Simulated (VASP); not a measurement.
Input of a VASP 6.6.1 run:

The input INCAR:

```
PREC = Accurate ; ENCUT = 520
EDIFF = 1E-6 ; ISMEAR = -1
SIGMA = 0.05 ; LREAL = F
LASPH = T ; NELM = 100
ALGO = Normal ; ISIF = 2
LWAVE = F ; LCHARG = F
GGA = PE ; NBANDS = 32
```

Contents of KPOINTS:

```
Automatic mesh
0
Gamma
  6 6 6
```

Contents of POSCAR:

```
Bi2Te3
1.0
    2.2797906350      1.3162376651     10.2677465592
   -2.2797906350      1.3162376651     10.2677465592
    0.0000000000     -2.6324753301     10.2677465592
Bi Te
2 3
Direct
    0.1880000000      0.1880000000      0.1880000000
    0.5980000000      0.5980000000      0.5980000000
    0.3890000000      0.3890000000      0.3890000000
    0.8000000000      0.8000000000      0.8000000000
    0.0000000000      0.0000000000      0.0000000000
```

Potentials or basis: VASP PAW PBE potentials, release 64 (Bi_d, Te).

Launch:

```sh
$ cat potpaw_PBE.64/Bi_d/POTCAR potpaw_PBE.64/Te/POTCAR > POTCAR
$ mpirun -np 1 vasp_std > vasp.out
```

Task: Estimate the pressure.

Result: -2.4 GPa.

Task: What does it give for the largest force?

Result: 0.944 eV/Å.

Task: What does it give for the band gap on the k mesh?

Result: Zero (band 24 reaches 5.30 eV, above the bottom of band 25 at 5.18 eV).

Stress tensor (GPa, compression positive):
```
-2.09  0.00  0.00
 0.00 -2.09  0.00
 0.00  0.00 -3.15
```

Caveat: spin-orbit coupling is left out, which moves the levels of the heavy elements.
